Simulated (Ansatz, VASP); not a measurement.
**TaN in VASP and in Ansatz**

INCAR

```
  ALGO = Normal
  EDIFF = 1E-7
  ENCUT = 520
  GGA = PE
  ISIF = 2
  ISMEAR = 0
  LASPH = T
  LCHARG = F
  LREAL = F
  LWAVE = F
  NBANDS = 15
  NELM = 80
  PREC = Accurate
  SIGMA = 0.027000000000000003
```

The input KPOINTS:

```
k-points
0
Gamma
  10 10 10
```

File POSCAR:

```
TaN
1.0
    0.0000000000      2.2113230000      2.2113230000
    2.2113230000      0.0000000000      2.2113230000
    2.2113230000      2.2113230000      0.0000000000
Ta N
1 1
Direct
    0.5000000000      0.5000000000      0.5000000000
    0.0000000000      0.0000000000      0.0000000000
```

The input input.yaml:

```yaml
crystal:
  lattice:
    - [0.0, 2.211323, 2.211323]
    - [2.211323, 0.0, 2.211323]
    - [2.211323, 2.211323, 0.0]
  atoms:
    - { symbol: Ta, position: [0.5, 0.5, 0.5] }
    - { symbol: "N", position: [0.0, 0.0, 0.0] }
kpoints:
  mp_grid: { grid: [10, 10, 10] }
scf:
  occupations: { method: gaussian, width: 0.027 }
hamiltonian:
  xc: pbe
  pseudopotentials: { kind: all_electron, lapw: { basis_error: 0.001 } }
output:
  forces: true
  stress: true
  eigenvalues: true
```

Alike in both runs: task single point; functional PBE; k mesh 10 × 10 × 10; occupations gaussian, width 0.027 eV; no spin polarisation.

|  | VASP | Ansatz |
| --- | --- | --- |
| version | VASP 6.6.1 | Ansatz 0.2.0 |
| potentials or method | VASP PAW PBE potentials, release 64 (Ta_pv, N), cutoff 520 eV | all-electron LAPW, scalar-relativistic |

Ansatz gave:

* gap on the k mesh at the Fermi level (eV): none
* pressure (GPa): -1.2

Task: Estimate VASP's values.

Result: gap on the k mesh at the Fermi level (eV): none; pressure (GPa): -0.6.

A gap of «none» marks a metal or a gap that the smearing closes. Ansatz ran all-electron here, and VASP with PAW potentials.

Spin-orbit coupling is off throughout.
